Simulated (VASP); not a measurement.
# Si (Cmcm) in VASP: further runs

The runs below take Si through single point, with PBEsol.

Program: VASP 6.6.1. These are calculated values, not measurements. Logs are shortened: lines on timing, memory, paths and dates and some standing lists are left out, and cuts for length are marked.

## 1. The cell of the first run

It takes space group Cmcm (No. 63, orthorhombic). Conventional cell: a = 3.250 Å, b = 9.091 Å, c = 12.654 Å, α = 90.00°, β = 90.00°, γ = 90.00°. Within 2.6 Å of Si (site symmetry m) lie 4 Si at 2.00 to 2.14 Å. Si (site symmetry m) has 4 Si at 2.04 to 2.35 Å within 2.7 Å. Si (site symmetry m) has 4 Si at 2.00 to 2.35 Å within 2.6 Å.

## 2. Single point, PBEsol

Input file INCAR:

```
SYSTEM = Si
ALGO     = Normal         ! electronic algorithm
EDIFF    = 1E-7           ! SCF threshold, eV
ENCUT    = 520            ! plane-wave cutoff, eV
GGA      = PS             ! functional
ISIF     = 2              ! what is computed and relaxed
ISMEAR   = 0              ! smearing method
LASPH    = .TRUE.         ! aspherical terms in the spheres
LCHARG   = .FALSE.        ! write CHGCAR
LREAL    = .FALSE.        ! projectors in reciprocal space
LWAVE    = .FALSE.        ! write WAVECAR
NBANDS   = 36             ! bands
NELM     = 80             ! most SCF steps
PREC     = Accurate       ! precision mode
SIGMA    = 0.05           ! smearing width, eV
```

Input file KPOINTS:

```
k-points
0
G
  10 10 4
  0 0 0
```

Input file POSCAR:

```
Si
1.0
    1.6248249671     -4.5455162327      0.0000000000
    1.6248249671      4.5455162327      0.0000000000
    0.0000000000      0.0000000000     12.6538471797
Si
12
Direct
    0.7570405043      0.2429594957      0.9450993343
    0.2429594957      0.7570405043      0.0549006657
    0.7570405043      0.2429594957      0.5549006657
    0.2429594957      0.7570405043      0.4450993343
    0.4286865207      0.5713134793      0.1572242050
    0.5713134793      0.4286865207      0.8427757950
    0.4286865207      0.5713134793      0.3427757950
    0.5713134793      0.4286865207      0.6572242050
    0.9712162890      0.0287837110      0.9093716909
    0.0287837110      0.9712162890      0.0906283091
    0.9712162890      0.0287837110      0.5906283091
    0.0287837110      0.9712162890      0.4093716909
```

Potentials or basis: VASP PAW PBE potentials, release 64 (Si).

Command:

```bash
> cat potpaw_PBE.64/Si/POTCAR > POTCAR
> mpirun -np 1 vasp_std > vasp.out
```

OUTCAR:

```text
SYSTEM = Si
   EDIFF = 1E-7
   ENCUT = 520
   GGA = PS
   ISIF = 2
   ISMEAR = 0
   LASPH = .TRUE.
   LREAL = .FALSE.
   NELM = 80
   PREC = Accurate

 ion  position               nearest neighbor table
   1  0.757  0.243  0.945-   9 2.00   6 2.13   2 2.14   2 2.14  10 3.08   9 3.10   9 3.10
   2  0.243  0.757  0.055-  10 2.00   5 2.13   1 2.14   1 2.14   9 3.08  10 3.10  10 3.10
   3  0.757  0.243  0.555-  11 2.00   8 2.13   4 2.14   4 2.14  12 3.08  11 3.10  11 3.10
   4  0.243  0.757  0.445-  12 2.00   7 2.13   3 2.14   3 2.14  11 3.08  12 3.10  12 3.10
   5  0.429  0.571  0.157-  10 2.04  10 2.04   2 2.13   7 2.35
   6  0.571  0.429  0.843-   9 2.04   9 2.04   1 2.13   8 2.35
   7  0.429  0.571  0.343-  12 2.04  12 2.04   4 2.13   5 2.35
   8  0.571  0.429  0.657-  11 2.04  11 2.04   3 2.13   6 2.35
   9  0.971  0.029  0.909-   1 2.00   6 2.04   6 2.04  10 2.35   2 3.08   1 3.10   1 3.10
  10  0.029  0.971  0.091-   2 2.00   5 2.04   5 2.04   9 2.35   1 3.08   2 3.10   2 3.10
  11  0.971  0.029  0.591-   3 2.00   8 2.04   8 2.04  12 2.35   4 3.08   3 3.10   3 3.10
  12  0.029  0.971  0.409-   4 2.00   7 2.04   7 2.04  11 2.35   3 3.08   4 3.10   4 3.10

  LATTYP: Found a base centered orthorhombic cell.
 ALAT       =     3.2496499342
 B/A-ratio  =     2.7975420890
 C/A-ratio  =     3.8939108630

  Lattice vectors:

 A1 = (   1.6248249671,  -4.5455162327,   0.0000000000)
 A2 = (   1.6248249671,   4.5455162327,   0.0000000000)
 A3 = (   0.0000000000,   0.0000000000,  12.6538471797)

Analysis of symmetry for initial positions (statically):
=====================================================================
 Subroutine PRICEL returns:
 Original cell was already a primitive cell.

 Routine SETGRP: Setting up the symmetry group for a
 base centered orthorhombic supercell.

 Subroutine GETGRP returns: Found  8 space group operations
 (whereof  4 operations were pure point group operations)
 out of a pool of  8 trial point group operations.

The static configuration has the point symmetry C_2h.
 The point group associated with its full space group is D_2h.

Analysis of symmetry for dynamics (positions and initial velocities):
=====================================================================
 Subroutine PRICEL returns:
 Original cell was already a primitive cell.

 Routine SETGRP: Setting up the symmetry group for a
 base centered orthorhombic supercell.

 Subroutine GETGRP returns: Found  8 space group operations
 (whereof  4 operations were pure point group operations)
 out of a pool of  8 trial point group operations.

The dynamic configuration has the point symmetry C_2h.
 The point group associated with its full space group is D_2h.

 Subroutine INISYM returns: Found  8 space group operations
 (whereof  4 operations are pure point group operations),
 and found     1 'primitive' translations

----------------------------------------------------------------------------------------

                                     Primitive cell

  volume of cell :     186.9142

  direct lattice vectors                    reciprocal lattice vectors
     1.624824967 -4.545516233  0.000000000     0.307725454 -0.109998507  0.000000000
     1.624824967  4.545516233  0.000000000     0.307725454  0.109998507  0.000000000
     0.000000000  0.000000000 12.653847180     0.000000000  0.000000000  0.079027349

  length of vectors
     4.827191108  4.827191108 12.653847180     0.326794471  0.326794471  0.079027349

  position of ions in fractional coordinates (direct lattice)
     0.757040504  0.242959496  0.945099334
     0.242959496  0.757040504  0.054900666
     0.757040504  0.242959496  0.554900666
     0.242959496  0.757040504  0.445099334
     0.428686521  0.571313479  0.157224205
     0.571313479  0.428686521  0.842775795
     0.428686521  0.571313479  0.342775795
     0.571313479  0.428686521  0.657224205
     0.971216289  0.028783711  0.909371691
     0.028783711  0.971216289  0.090628309
     0.971216289  0.028783711  0.590628309
     0.028783711  0.971216289  0.409371691

  ion indices of the primitive-cell ions
   primitive index   ion index
                 1           1
                 2           2
                 3           3
                 4           4
                 5           5
                 6           6
                 7           7
                 8           8
                 9           9
                10          10
                11          11
                12          12

----------------------------------------------------------------------------------------

 KPOINTS: k-points

Automatic generation of k-mesh.
 Grid dimensions read from file:
 generate k-points for:   10   10    4

 Generating k-lattice:

  Cartesian coordinates                     Fractional coordinates (reciprocal lattice)
     0.030772545 -0.010999851  0.000000000     0.100000000 -0.000000000  0.000000000
     0.030772545  0.010999851  0.000000000    -0.000000000  0.100000000  0.000000000
     0.000000000  0.000000000  0.019756837     0.000000000  0.000000000  0.250000000

  Length of vectors
     0.032679447  0.032679447  0.019756837

  Shift w.r.t. Gamma in fractional coordinates (k-lattice)
     0.000000000  0.000000000  0.000000000

 Subroutine IBZKPT returns following result:
 ===========================================

 Found     93 irreducible k-points:

 Following reciprocal coordinates:
            Coordinates               Weight
  0.000000  0.000000  0.000000      1.000000
  0.100000  0.000000  0.000000      4.000000
  0.200000  0.000000  0.000000      4.000000
  0.300000  0.000000  0.000000      4.000000
  0.400000  0.000000  0.000000      4.000000
  0.500000  0.000000  0.000000      2.000000
[... 16 lines left out ...]
  0.300000  0.300000  0.000000      2.000000
  0.400000  0.300000  0.000000      4.000000
 [... further k-points ...]
   k-points           NKPTS =     93   k-points in BZ     NKDIM =     93   number of bands    NBANDS=     36
   number of dos      NEDOS =    301   number of ions     NIONS =     12
   total plane-waves  NPLWV = 124416
   dimension x,y,z NGX =    36 NGY =   36 NGZ =   96
   dimension x,y,z NGXF=    72 NGYF=   72 NGZF=  192
   ions per type =              12
   NGX,Y,Z   is equivalent  to a cutoff of  12.40, 12.40, 12.61 a.u.
   NGXF,Y,Z  is equivalent  to a cutoff of  24.80, 24.80, 25.22 a.u.
 SYSTEM =  Si
   PREC   = accura    normal or accurate (medium, high low for compatibility)
   ISTART =      0    job   : 0-new  1-cont  2-samecut
   ICHARG =      2    charge: 1-file 2-atom 10-const
   ISPIN  =      1    spin polarized calculation?
   LNONCOLLINEAR =      F non collinear calculations
   LSORBIT =      F    spin-orbit coupling
   LASPH  =      T    aspherical Exc in radial PAW
   ENCUT  =  520.0 eV  38.22 Ry    6.18 a.u.   8.98  8.98 23.53*2*pi/ulx,y,z
   NELM   =     80;   NELMIN=  2; NELMDL= -5     # of ELM steps
   EDIFF  = 0.1E-06   stopping-criterion for ELM
   LREAL  =      F    real-space projection
   EDIFFG = 0.1E-05   stopping-criterion for IOM
   NSW    =      0    number of steps for IOM
   IBRION =     -1    ionic relax: 0-MD 1-quasi-New 2-CG
   NFREE  =      0    steps in history (QN), initial steepest desc. (CG)
   ISIF   =      2    stress and relaxation
   ISYM   =      2    0-nonsym 1-usesym 2-fastsym
   POTIM  = 0.5000    time-step for ionic-motion
   TEBEG  =    0.0;   TEEND  =   0.0 temperature during run
   PSTRESS=    0.0 pullay stress
   NELECT =      48.0000    total number of electrons
   NUPDOWN=      -1.0000    fix difference up-down
   EMIN   =  10.00;   EMAX   =-10.00  energy-range for DOS
   EFERMI =   0.00;   METHOD = LEGACY
   ISMEAR =     0;   SIGMA  =   0.05  broadening in eV -4-tet -1-fermi 0-gaus
   EFERMI_NEDOS =   21; number of points for ismear=-14 and -15
   IALGO  =     38    algorithm
   IMIX   =      4    mixing-type and parameters
     AMIX     =   0.40;   BMIX     =  1.00
     AMIX_MAG =   1.60;   BMIX_MAG =  1.00
  volume/ion in A,a.u.               =      15.58       105.11
  Fermi-wavevector in a.u.,A,eV,Ry     =   1.040578  1.966406 14.732411  1.082802
  Thomas-Fermi vector in A             =   2.175160
   LORBIT       =      0    0 simple, 1 ext, 2 COOP (PROOUT), +10 PAW based schemes
   GGA     = PS    functional components
   LHFCALC =     F    Hartree Fock is set to
   AEXX    =    0.0000 exact exchange contribution
   IVDW    =     0    specifies the selected vdW correction
   LEPSILON=     F    determine dielectric tensor
   LRPA    =     F    only Hartree local field effects (RPA)
 non-spin polarized calculation
 Gauss-broadening in eV      SIGMA  =   0.05
  energy-cutoff  :      520.00
  volume of cell :      186.91
 maximum number of plane-waves:      5072
   NGX = 17   NGY = 17   NGZ = 47

 number of electron      48.0000001 magnetization

 Free energy of the ion-electron system (eV)
  ---------------------------------------------------
  ext. energy  EPLUGINS =         0.00000000
  ---------------------------------------------------
  free energy    TOTEN  =       -55.32246580 eV

  energy without entropy =      -55.31949831  energy(sigma->0) =      -55.32098205

 E-fermi :   8.8845     XC(G=0): -10.3368

 val. band max:        8.8686849854   @ k =   0.4000   0.1000   0.2500
 cond. band min:       8.8929542611   @ k =   0.4000   0.0000   0.0000
 fundamental gap:      0.0242692757
 Fermi energy:         8.8845372341

 k-point     1 :       0.0000    0.0000    0.0000
  band No.  band energies     occupation
      1      -6.1545      2.00000
      2      -5.9185      2.00000
      3      -4.1542      2.00000
      4      -3.1593      2.00000
      5      -1.4882      2.00000
      6      -0.1540      2.00000
[... 28 lines left out ...]
     35      12.4062      0.00000
     36      12.7298      0.00000
[... 866 lines left out ...]
      6      -1.1924      2.00000
[... 28 lines left out ...]
     35      12.7377      0.00000
     36      12.9041      0.00000

 [... further k-points ...]

------------------------ aborting loop because EDIFF is reached ----------------------------------------

  FORCE on cell =-STRESS in cart. coord.  units (eV):
  Direction    XX          YY          ZZ          XY          YZ          ZX
  --------------------------------------------------------------------------------------
  -------------------------------------------------------------------------------------
  Total       77.0526858     90.1903172     34.8531300      0.0000000      0.0000000      0.0000000
  in kB      660.4743954    773.0865525    298.7514290      0.0000000      0.0000000      0.0000000
  external PRESSURE =     577.4374590 kB  Pullay stress =       0.0000000 kB

 VOLUME and BASIS-vectors are now :
 -----------------------------------------------------------------------------
  energy-cutoff  :      520.00
  volume of cell :      186.91
      direct lattice vectors                 reciprocal lattice vectors
     1.624824967 -4.545516233  0.000000000     0.307725454 -0.109998507  0.000000000
     1.624824967  4.545516233  0.000000000     0.307725454  0.109998507  0.000000000
     0.000000000  0.000000000 12.653847180     0.000000000  0.000000000  0.079027349

 POSITION                                       TOTAL-FORCE (eV/Angst)
 -----------------------------------------------------------------------------------
      1.62482     -2.33676     11.95914         0.000000      2.539086     -0.602244
      1.62482      2.33676      0.69470         0.000000     -2.539086      0.602244
      1.62482     -2.33676      7.02163         0.000000      2.539086      0.602244
      1.62482      2.33676      5.63222         0.000000     -2.539086     -0.602244
      1.62482      0.64831      1.98949         0.000000      1.637178      4.991615
      1.62482     -0.64831     10.66436         0.000000     -1.637178     -4.991615
      1.62482      0.64831      4.33743         0.000000      1.637178     -4.991615
      1.62482     -0.64831      8.31641         0.000000     -1.637178      4.991615
      1.62482     -4.28384     11.50705         0.000000     -0.985083      1.734835
      1.62482      4.28384      1.14680         0.000000      0.985083     -1.734835
      1.62482     -4.28384      7.47372         0.000000     -0.985083     -1.734835
      1.62482      4.28384      5.18013         0.000000      0.985083      1.734835
 -----------------------------------------------------------------------------------
    total drift:                                0.000000     -0.000000      0.000000

  FREE ENERGIE OF THE ION-ELECTRON SYSTEM (eV)
  ---------------------------------------------------
  free  energy   TOTEN  =       -55.3224657976 eV

  energy  without entropy=      -55.3194983053  energy(sigma->0) =      -55.32098205
```

It took 6.6 min on 1 thread of Intel Xeon 6975P-C (Granite Rapids), shared host; peak memory 0.59 GiB.

Results:

```yaml
Free_energy: -55.3225 eV
Pressure: 57.7 GPa
Largest_force: 5.253 eV/Å
Band_gap_on_the_k_mesh: zero (bands 24 and 25 overlap by 0.83 eV)
```

Forces in eV/Å, atoms in the order of the input:
```
Si   0.000  2.539 -0.602
Si   0.000 -2.539  0.602
Si   0.000  2.539  0.602
Si   0.000 -2.539 -0.602
Si   0.000  1.637  4.992
Si   0.000 -1.637 -4.992
Si   0.000  1.637 -4.992
Si   0.000 -1.637  4.992
Si   0.000 -0.985  1.735
Si   0.000  0.985 -1.735
Si   0.000 -0.985 -1.735
Si   0.000  0.985  1.735
```

Caveat: the cell stands under pressure; the PAW data sets were made with another functional, which shifts forces and pressure a little.

## 3. Single point, PBEsol

This run uses another cell than the first one, of 17.46 Å³/atom.

Input file INCAR:

```
SYSTEM = Si
ALGO = Normal
EDIFF = 1E-6
ENCUT = 520
GGA = PS
ISIF = 2
ISMEAR = 0
LASPH = .TRUE.
LCHARG = .FALSE.
LREAL = .FALSE.
LWAVE = .FALSE.
NBANDS = 36
NELM = 100
PREC = Accurate
SIGMA = 0.05
```

KPOINTS is that of step 2.

POSCAR, as its differences from that of step 2:

```diff
@@ -2,4 +2,4 @@
 1.0
-    1.6248249671     -4.5455162327      0.0000000000
-    1.6248249671      4.5455162327      0.0000000000
+    1.7204029063     -4.8128995405      0.0000000000
+    1.7204029063      4.8128995405      0.0000000000
     0.0000000000      0.0000000000     12.6538471797
```

Potentials or basis: VASP PAW PBE potentials, release 64 (Si).

Command:

```bash
> cat potpaw_PBE.64/Si/POTCAR > POTCAR
> mpirun -np 1 vasp_std > vasp.out
```

Run time: 7.4 min. Hardware: 1 thread of Intel Xeon 6975P-C (Granite Rapids), shared host; peak memory 0.65 GiB.

The run converged. Its results:

- Free energy: -62.9151 eV
- Pressure: 29.9 GPa
- Largest force: 2.648 eV/Å
- Band gap on the k mesh: zero (bands 24 and 25 overlap by 0.38 eV)

Forces on the atoms (eV/Å):
```
Si   0.000  1.100 -0.356
Si   0.000 -1.100  0.356
Si   0.000  1.100  0.356
Si   0.000 -1.100 -0.356
Si   0.000  0.791  2.527
Si   0.000 -0.791 -2.527
Si   0.000  0.791 -2.527
Si   0.000 -0.791  2.527
Si   0.000 -0.329  0.817
Si   0.000  0.329 -0.817
Si   0.000 -0.329 -0.817
Si   0.000  0.329  0.817
```

Stress tensor (GPa, compression positive):
```
35.40  0.00  0.00
 0.00 40.60  0.00
 0.00  0.00 13.67
```

Levels at points of the mesh, in eV from the Fermi level:
| k point | band 20 | band 21 | band 22 | band 23 | band 24 | band 25 | band 26 | band 27 | band 28 | band 29 |
| --- | --- | --- | --- | --- | --- | --- | --- | --- | --- | --- |
| (0.00, 0.00, 0.00) | -1.80 | -1.79 | -1.42 | -1.28 | -0.88 | -0.17 | 0.89 | 1.17 | 1.25 | 1.35 |
| (0.50, 0.00, 0.00) | -3.45 | -3.12 | -2.70 | -2.29 | -1.62 | 0.34 | 0.45 | 0.52 | 0.84 | 1.48 |
| (0.50, 0.50, 0.00) | -1.32 | -1.32 | -1.24 | -0.13 | 0.21 | 0.32 | 0.34 | 1.24 | 1.44 | 1.50 |
| (0.00, 0.00, 0.50) | -1.87 | -1.84 | -1.84 | -1.15 | -1.15 | 0.57 | 0.57 | 1.13 | 1.13 | 1.65 |
| (0.50, 0.00, 0.50) | -3.85 | -2.69 | -2.69 | -1.99 | -1.99 | 0.62 | 0.62 | 1.04 | 1.04 | 1.41 |
| (0.50, 0.50, 0.50) | -1.64 | -1.25 | -1.25 | 0.09 | 0.09 | 0.15 | 0.15 | 1.30 | 1.30 | 1.99 |

Caveat: the cell stands under pressure; semilocal functionals underestimate gaps, so a narrow gap can read as zero; the PAW data sets were made with another functional, which shifts forces and pressure a little.
